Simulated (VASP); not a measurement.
# Na (I4/mmm) in VASP: a series of runs

The runs below take Na through single point, with LDA.

Everything below comes from runs of VASP 6.6.1. Logs are shortened: lines on timing, memory, paths and dates and some standing lists are left out, and cuts for length are marked.

## (1) The cell of the first run

The structure is tetragonal, space group I4/mmm (No. 139). The conventional cell has a = 4.167 Å, b = 4.167 Å, c = 4.375 Å, α = 90.00°, β = 90.00°, γ = 90.00°. Na (site symmetry 4/mmm) has 14 Na at 3.67 to 4.38 Å within 4.8 Å.

## (2) Single point, LDA

INCAR reads:

```
  PREC = Accurate
  ENCUT = 520
  EDIFF = 1E-7
  ISMEAR = 0
  SIGMA = 0.15
  LREAL = F
  LASPH = T
  NELM = 80
  ALGO = Fast
  ISIF = 2
  LWAVE = F
  LCHARG = F
  GGA = CA
  NBANDS = 10
```

KPOINTS reads:

```
Automatic mesh
0
Gamma
  18 18 18
```

POSCAR reads:

```
Na
1.0
   -2.0833408009      2.0833408009      2.1875078409
    2.0833408009     -2.0833408009      2.1875078409
    2.0833408009      2.0833408009     -2.1875078409
Na
1
Direct
    0.0000000000      0.0000000000      0.0000000000
```

Potentials or basis: VASP PAW LDA potentials, release 64 (Na_pv).

The run is started by

```console
$ cat potpaw_LDA.64/Na_pv/POTCAR > POTCAR
$ mpirun -np 1 vasp_std > vasp.out
```

OUTCAR:

```text
PREC = Accurate
   ENCUT = 520
   EDIFF = 1E-7
   ISMEAR = 0
   LREAL = F
   LASPH = T
   NELM = 80
   ISIF = 2
   GGA = CA

 ion  position               nearest neighbor table
   1  0.000  0.000  0.000-

  LATTYP: Found a body centered tetragonal cell.
 ALAT       =     4.1666816018
 C/A-ratio  =     1.0500000000

  Lattice vectors:

 A1 = (  -2.0833408009,   2.0833408009,   2.1875078409)
 A2 = (   2.0833408009,  -2.0833408009,   2.1875078409)
 A3 = (   2.0833408009,   2.0833408009,  -2.1875078409)

Analysis of symmetry for initial positions (statically):
=====================================================================
 Subroutine PRICEL returns:
 Original cell was already a primitive cell.

 Routine SETGRP: Setting up the symmetry group for a
 body centered tetragonal supercell.

 Subroutine GETGRP returns: Found 16 space group operations
 (whereof 16 operations were pure point group operations)
 out of a pool of 16 trial point group operations.

The static configuration has the point symmetry D_4h.

Analysis of symmetry for dynamics (positions and initial velocities):
=====================================================================
 Subroutine PRICEL returns:
 Original cell was already a primitive cell.

 Routine SETGRP: Setting up the symmetry group for a
 body centered tetragonal supercell.

 Subroutine GETGRP returns: Found 16 space group operations
 (whereof 16 operations were pure point group operations)
 out of a pool of 16 trial point group operations.

The dynamic configuration has the point symmetry D_4h.

 Subroutine INISYM returns: Found 16 space group operations
 (whereof 16 operations are pure point group operations),
 and found     1 'primitive' translations

----------------------------------------------------------------------------------------

                                     Primitive cell

  volume of cell :      37.9778

  direct lattice vectors                    reciprocal lattice vectors
    -2.083340801  2.083340801  2.187507841     0.000000000  0.239999140  0.228570609
     2.083340801 -2.083340801  2.187507841     0.239999140  0.000000000  0.228570609
     2.083340801  2.083340801 -2.187507841     0.239999140  0.239999140  0.000000000

  length of vectors
     3.669578769  3.669578769  3.669578769     0.331427383  0.331427383  0.339410038

  position of ions in fractional coordinates (direct lattice)
     0.000000000  0.000000000  0.000000000

  ion indices of the primitive-cell ions
   primitive index   ion index
                 1           1

----------------------------------------------------------------------------------------

 KPOINTS: Automatic mesh

Automatic generation of k-mesh.
 Grid dimensions read from file:
 generate k-points for:   18   18   18

 Generating k-lattice:

  Cartesian coordinates                     Fractional coordinates (reciprocal lattice)
     0.000000000  0.013333286  0.012698367     0.055555556 -0.000000000  0.000000000
     0.013333286  0.000000000  0.012698367    -0.000000000  0.055555556  0.000000000
     0.013333286  0.013333286  0.000000000     0.000000000  0.000000000  0.055555556

  Length of vectors
     0.018412632  0.018412632  0.018856113

  Shift w.r.t. Gamma in fractional coordinates (k-lattice)
     0.000000000  0.000000000  0.000000000

 Subroutine IBZKPT returns following result:
 ===========================================

 Found    480 irreducible k-points:

 Following reciprocal coordinates:
            Coordinates               Weight
  0.000000  0.000000  0.000000      1.000000
  0.055556  0.000000 -0.000000      8.000000
  0.111111  0.000000 -0.000000      8.000000
  0.166667 -0.000000  0.000000      8.000000
  0.222222 -0.000000  0.000000      8.000000
  0.277778 -0.000000  0.000000      8.000000
[... 16 lines left out ...]
 -0.277778  0.055556 -0.000000     16.000000
 -0.222222  0.055556  0.000000     16.000000
 [... further k-points ...]
   k-points           NKPTS =    480   k-points in BZ     NKDIM =    480   number of bands    NBANDS=     10
   number of dos      NEDOS =    301   number of ions     NIONS =      1
   total plane-waves  NPLWV =  21952
   dimension x,y,z NGX =    28 NGY =   28 NGZ =   28
   dimension x,y,z NGXF=    56 NGYF=   56 NGZF=   56
   ions per type =               1
   NGX,Y,Z   is equivalent  to a cutoff of  12.69, 12.69, 12.69 a.u.
   NGXF,Y,Z  is equivalent  to a cutoff of  25.37, 25.37, 25.37 a.u.
 SYSTEM =  unknown system
   PREC   = accura    normal or accurate (medium, high low for compatibility)
   ISTART =      0    job   : 0-new  1-cont  2-samecut
   ICHARG =      2    charge: 1-file 2-atom 10-const
   ISPIN  =      1    spin polarized calculation?
   LNONCOLLINEAR =      F non collinear calculations
   LSORBIT =      F    spin-orbit coupling
   LASPH  =      T    aspherical Exc in radial PAW
   ENCUT  =  520.0 eV  38.22 Ry    6.18 a.u.   6.82  6.82  6.82*2*pi/ulx,y,z
   NELM   =     80;   NELMIN=  2; NELMDL= -5     # of ELM steps
   EDIFF  = 0.1E-06   stopping-criterion for ELM
   LREAL  =      F    real-space projection
   EDIFFG = 0.1E-05   stopping-criterion for IOM
   NSW    =      0    number of steps for IOM
   IBRION =     -1    ionic relax: 0-MD 1-quasi-New 2-CG
   NFREE  =      0    steps in history (QN), initial steepest desc. (CG)
   ISIF   =      2    stress and relaxation
   ISYM   =      2    0-nonsym 1-usesym 2-fastsym
   POTIM  = 0.5000    time-step for ionic-motion
   TEBEG  =    0.0;   TEEND  =   0.0 temperature during run
   PSTRESS=    0.0 pullay stress
   NELECT =       7.0000    total number of electrons
   NUPDOWN=      -1.0000    fix difference up-down
   EMIN   =  10.00;   EMAX   =-10.00  energy-range for DOS
   EFERMI =   0.00;   METHOD = LEGACY
   ISMEAR =     0;   SIGMA  =   0.15  broadening in eV -4-tet -1-fermi 0-gaus
   EFERMI_NEDOS =   21; number of points for ismear=-14 and -15
   IALGO  =     68    algorithm
   IMIX   =      4    mixing-type and parameters
     AMIX     =   0.40;   BMIX     =  1.00
     AMIX_MAG =   1.60;   BMIX_MAG =  1.00
  volume/ion in A,a.u.               =      37.98       256.29
  Fermi-wavevector in a.u.,A,eV,Ry     =   0.931674  1.760609 11.810087  0.868017
  Thomas-Fermi vector in A             =   2.058192
   LORBIT       =      0    0 simple, 1 ext, 2 COOP (PROOUT), +10 PAW based schemes
   GGA     = CA    functional components
   LHFCALC =     F    Hartree Fock is set to
   AEXX    =    0.0000 exact exchange contribution
   IVDW    =     0    specifies the selected vdW correction
   LEPSILON=     F    determine dielectric tensor
   LRPA    =     F    only Hartree local field effects (RPA)
 non-spin polarized calculation
 RMM-DIIS sequential band-by-band and
 Gauss-broadening in eV      SIGMA  =   0.15
  energy-cutoff  :      520.00
  volume of cell :       37.98
 maximum number of plane-waves:      1038
   NGX = 13   NGY = 13   NGZ = 13

 number of electron       7.0000005 magnetization

 Free energy of the ion-electron system (eV)
  ---------------------------------------------------
  ext. energy  EPLUGINS =         0.00000000
  ---------------------------------------------------
  free energy    TOTEN  =        -1.44167804 eV

  energy without entropy =       -1.43662820  energy(sigma->0) =       -1.43915312

 E-fermi :   0.0959     XC(G=0):  -6.6609

 val. band max:        0.0937634213   @ k =   0.5000   0.2778   0.0000
 cond. band min:       0.1098355681   @ k =   0.5000   0.3333   0.0556
 fundamental gap:      0.0160721468
 Fermi energy:         0.0959052025

 k-point     1 :       0.0000    0.0000    0.0000
  band No.  band energies     occupation
      1     -24.8711      2.00000
      2     -24.8711      2.00000
      3     -24.8710      2.00000
      4      -3.1375      2.00000
      5      11.3683      0.00000
      6      11.3683      0.00000
      7      12.0697      0.00000
      8      12.3224      0.00000
      9      13.0362      0.00000
     10      13.0459      0.00000

 k-point     2 :       0.0556    0.0000   -0.0000
  band No.  band energies     occupation
      1     -24.8721      2.00000
      2     -24.8715      2.00000
      3     -24.8711      2.00000
      4      -3.0848      2.00000
      5      10.6270      0.00000
      6      11.0969      0.00000
      7      11.7575      0.00000
      8      11.9014      0.00000
      9      12.4315      0.00000
     10      13.1035      0.00000

 k-point     3 :       0.1111    0.0000   -0.0000
  band No.  band energies     occupation
      1     -24.8750      2.00000
      2     -24.8724      2.00000
      3     -24.8710      2.00000
      4      -2.9270      2.00000
      5       9.2534      0.00000
      6      10.5783      0.00000
      7      11.2005      0.00000
      8      11.4907      0.00000
      9      12.0025      0.00000
     10      13.1894      0.00000

 k-point     4 :       0.1667   -0.0000    0.0000
  band No.  band energies     occupation
      1     -24.8795      2.00000
      2     -24.8738      2.00000
      3     -24.8710      2.00000
      4      -2.6650      2.00000
      5       7.8573      0.00000
      6      10.0468      0.00000
      7      10.6630      0.00000
      8      10.9813      0.00000
      9      11.6876      0.00000
     10      13.2769      0.00000
[... 222 lines left out ...]
 k-point    22 :      -0.3333    0.0556   -0.0000
  band No.  band energies     occupation
      1     -24.8938      2.00000
      2     -24.8784      2.00000
      3     -24.8714      2.00000
      4      -1.5124      2.00000
      5       4.6530      0.00000
      6       8.4090      0.00000
      7       9.3225      0.00000
      8      10.4590      0.00000
      9      11.3113      0.00000
     10      13.2594      0.00000

 k-point    23 :      -0.2778    0.0556   -0.0000
  band No.  band energies     occupation
      1     -24.8883      2.00000
      2     -24.8765      2.00000
      3     -24.8714      2.00000
      4      -2.0289      2.00000
      5       5.8757      0.00000
      6       8.8122      0.00000
      7       9.6245      0.00000
      8      10.8392      0.00000
      9      11.5137      0.00000
     10      12.9898      0.00000

 k-point    24 :      -0.2222    0.0556    0.0000
  band No.  band energies     occupation
      1     -24.8828      2.00000
      2     -24.8746      2.00000
      3     -24.8715      2.00000
      4      -2.4462      2.00000
      5       7.1737      0.00000
      6       9.3073      0.00000
      7       9.9981      0.00000
      8      11.2901      0.00000
      9      11.6748      0.00000
     10      12.9142      0.00000

 [... further k-points ...]
[... 5 lines left out ...]
  --------------------------------------------------------------------------------------
  -------------------------------------------------------------------------------------
  Total       -0.2263829     -0.2263829     -0.2282451      0.0000000      0.0000000      0.0000000
  in kB       -9.5504512     -9.5504512     -9.6290147      0.0000000      0.0000000      0.0000000
  external PRESSURE =      -9.5766390 kB  Pullay stress =       0.0000000 kB

 VOLUME and BASIS-vectors are now :
 -----------------------------------------------------------------------------
  energy-cutoff  :      520.00
  volume of cell :       37.98
      direct lattice vectors                 reciprocal lattice vectors
    -2.083340801  2.083340801  2.187507841     0.000000000  0.239999140  0.228570609
     2.083340801 -2.083340801  2.187507841     0.239999140  0.000000000  0.228570609
     2.083340801  2.083340801 -2.187507841     0.239999140  0.239999140  0.000000000

 POSITION                                       TOTAL-FORCE (eV/Angst)
 -----------------------------------------------------------------------------------
      0.00000      0.00000      0.00000         0.000000      0.000000      0.000000
 -----------------------------------------------------------------------------------
    total drift:                               -0.000000     -0.000000     -0.000000

  FREE ENERGIE OF THE ION-ELECTRON SYSTEM (eV)
  ---------------------------------------------------
  free  energy   TOTEN  =        -1.4416780365 eV

  energy  without entropy=       -1.4366282039  energy(sigma->0) =       -1.43915312
```

Run time: 65 s. Hardware: 1 thread of Intel Xeon 6975P-C (Granite Rapids), shared host; peak memory 0.24 GiB.

Results:

| Property | Result |
| --- | --- |
| Free energy | -1.4417 eV |
| Pressure | -1.0 GPa |

Levels at points of the mesh, in eV from the Fermi level:
| k point | band 1 | band 2 | band 3 | band 4 | band 5 | band 6 | band 7 | band 8 |
| --- | --- | --- | --- | --- | --- | --- | --- | --- |
| (0.00, 0.00, 0.00) | -24.97 | -24.97 | -24.97 | -3.23 | 11.27 | 11.27 | 11.97 | 12.23 |
| (0.50, 0.00, 0.00) | -25.00 | -24.98 | -24.97 | 0.72 | 1.08 | 8.31 | 9.07 | 9.34 |
| (0.50, 0.50, 0.00) | -25.00 | -24.98 | -24.97 | 0.89 | 1.30 | 7.72 | 8.47 | 8.71 |
| (0.50, 0.50, 0.50) | -24.99 | -24.99 | -24.99 | 4.24 | 4.30 | 4.75 | 5.04 | 5.04 |

## (3) Single point, LDA

This run uses another cell than the first one, of the same volume but with other edges.

INCAR reads:

```
PREC = Accurate ; ENCUT = 520
EDIFF = 1E-6 ; ISMEAR = 0
SIGMA = 0.15 ; LREAL = False
LASPH = True ; NELM = 60
ALGO = Fast ; ISIF = 2
LWAVE = False ; LCHARG = False
NBANDS = 10
```

KPOINTS reads:

```
regular mesh
0
Gamma
  18 18 18
```

POSCAR reads:

```
Na
1.0
   -2.3769330413      2.3769330413      1.6804916602
    2.3769330413     -2.3769330413      1.6804916602
    2.3769330413      2.3769330413     -1.6804916602
Na
1
Direct
    0.0000000000      0.0000000000      0.0000000000
```

Potentials or basis: VASP PAW LDA potentials, release 64 (Na_pv).

The run is started by

```console
$ cat potpaw_LDA.64/Na_pv/POTCAR > POTCAR
$ mpirun -np 1 vasp_std > vasp.out
```

Wall time 48 s (1 thread of Intel Xeon 6975P-C (Granite Rapids), shared host); peak memory 0.24 GiB.

Results (log left out):

- Free energy: -1.3997 eV
- Pressure: -0.8 GPa

Stress tensor (GPa, compression positive):
```
-1.53  0.00  0.00
 0.00 -1.53  0.00
 0.00  0.00  0.69
```

Levels at points of the mesh, in eV from the Fermi level:
```
           k point  band 1  band 2  band 3  band 4  band 5  band 6
(0.00, 0.00, 0.00)  -25.02  -25.02  -25.02   -3.24    8.49    9.71
(0.50, 0.00, 0.00)  -25.08  -25.03  -25.02    1.44    2.00    7.12
(0.50, 0.50, 0.00)  -25.05  -25.02  -25.02    0.08    0.12   11.09
(0.50, 0.50, 0.50)  -25.04  -25.04  -25.03    3.04    3.04    3.35
```
